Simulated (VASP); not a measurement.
Set up this calculation in VASP 6.6.1, as the native input.

```yaml
Task: single point
Functional: PBEsol
Potentials_or_basis: VASP PAW PBE potentials, release 64 (Rh_pv)
Cutoff: 520 eV
k_mesh: 12 × 12 × 7
Occupations: fermi-dirac, width 0.05 eV
Spin: no spin polarisation
Dipole_correction: no
Further_INCAR_settings: ALGO = Normal; EDIFF = 1e-07; NBANDS = 22
```

The structure of Rh lies in POSCAR:

```
Rh
1.0
    2.7309790000      0.0000000000      0.0000000000
   -1.3654900000      2.3650970000      0.0000000000
    0.0000000000      0.0000000000      4.4284890000
Rh
2
Direct
    0.6666666667      0.3333333333      0.7500000000
    0.3333333333      0.6666666667      0.2500000000
```

This isn't the form of Rh at room conditions, which is fcc.

These files were run (other wordings do the same):

INCAR

```
SYSTEM = Rh
PREC = Accurate
ENCUT = 520
EDIFF = 1E-7
ISMEAR = -1
SIGMA = 0.05
LREAL = .FALSE.
LASPH = .TRUE.
NELM = 80
ALGO = Normal
ISIF = 2
LWAVE = .FALSE.
LCHARG = .FALSE.
GGA = PS
NBANDS = 22
```

KPOINTS

```
regular mesh
0
G
  12 12 7
  0 0 0
```

Potentials or basis: VASP PAW PBE potentials, release 64 (Rh_pv).

Run with:

```console
$ cat potpaw_PBE.64/Rh_pv/POTCAR > POTCAR
$ mpirun -np 1 vasp_std > vasp.out
```

It gave:

```
Pressure               : -13.8 GPa
Band gap on the k mesh : zero (bands 15 and 16 overlap by 2.27 eV)
```

Caveat: the cell stands under tension; the PAW data sets were made with another functional, which shifts forces and pressure a little.

Run time: 20 s on 1 thread of Intel(R) Xeon(R) Platinum 8488C (Sapphire Rapids), with other jobs on the host, peak memory 0.16 GiB.
